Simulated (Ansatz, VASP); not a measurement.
This is a calculation of MnO for Ansatz 0.2.0.

File input.yaml:

```yaml
crystal:
  lattice:
    - [0.0, 2.2239077028, 2.2239077028]
    - [2.2239077028, 0.0, 2.2239077028]
    - [2.2239077028, 2.2239077028, 0.0]
  atoms:
    - { symbol: Mn, position: [-0.012651, -0.007521, 0.017137], spin: 4.0 }
    - { symbol: O, position: [0.504965, 0.511952, 0.49104] }
kpoints:
  mp_grid: { grid: [10, 10, 10] }
scf:
  occupations: { method: fermi_dirac, width: 0.05 }
hamiltonian:
  xc: pbe
  pseudopotentials: { kind: all_electron, lapw: { basis_error: 0.001 } }
magnetization:
  spin_polarized: true
output:
  forces: true
  stress: true
  eigenvalues: true
  populations: true
```

Potentials or basis: all-electron LAPW, scalar-relativistic.

Command:

```console
$ ansatz run input.yaml --threads 2 --pin off --max-ram 6144MiB --backend cpu --events-out ev --progress --plain --runs-dir out
```

Translate it to VASP 6.6.1. Potentials there: VASP PAW PBE potentials, release 64 (Mn_pv, O).

As run (the cutoff follows the program's own potentials):

File INCAR:

```
SYSTEM = MnO
PREC     = Accurate       ! precision mode
ENCUT    = 520            ! plane-wave cutoff, eV
EDIFF    = 1E-6           ! SCF threshold, eV
ISMEAR   = -1             ! smearing method
SIGMA    = 0.05           ! smearing width, eV
LREAL    = .False.        ! projectors in reciprocal space
LASPH    = .True.         ! aspherical terms in the spheres
NELM     = 150            ! most SCF steps
ALGO     = Normal         ! electronic algorithm
ISIF     = 2              ! what is computed and relaxed
LWAVE    = .False.        ! write WAVECAR
LCHARG   = .False.        ! write CHGCAR
ISPIN    = 2              ! spin polarisation
MAGMOM   = 4 0            ! initial moments
LORBIT   = 11             ! projections on sites
LMAXMIX  = 4              ! l up to which the mixer works
GGA      = PE             ! functional
NBANDS   = 20             ! bands
```

File KPOINTS:

```
Automatic mesh
0
Gamma
  10 10 10
  0 0 0
```

File POSCAR:

```
MnO
1.0
    0.0000000000      2.2239077028      2.2239077028
    2.2239077028      0.0000000000      2.2239077028
    2.2239077028      2.2239077028      0.0000000000
Mn O
1 1
Direct
   -0.0126510000     -0.0075210000      0.0171370000
    0.5049650000      0.5119520000      0.4910400000
```

Potentials or basis: VASP PAW PBE potentials, release 64 (Mn_pv, O).

Launch:

```sh
$ cat potpaw_PBE.64/Mn_pv/POTCAR potpaw_PBE.64/O/POTCAR > POTCAR
$ mpirun -np 1 vasp_std > vasp.out
```

Both were run:

|  | VASP | Ansatz | Ansatz less VASP |
| --- | --- | --- | --- |
| gap on the k mesh at the Fermi level (eV) | none | none | - |
| pressure (GPa) | 0.8 | 0.7 | -0.16 |
| traceless stress, the component that is largest in VASP (GPa) | 0.79 | 0.76 | -0.035 |
| rms of the force components (eV/Å) | 0.182 | 0.174 | -0.0085 |
| net moment per atom (μB) | 2.40 | 2.40 | 0.000 |
| size of the moment on the site where the two differ most (μB) | 4.35 | 4.29 | -0.053 |

Site moments also hang on the region over which each program counts them. Atom by atom the forces differ by 0.009 eV/Å (rms over components). A gap of «none» marks a metal or a gap that the smearing closes. Ansatz ran all-electron here, and VASP with PAW potentials.
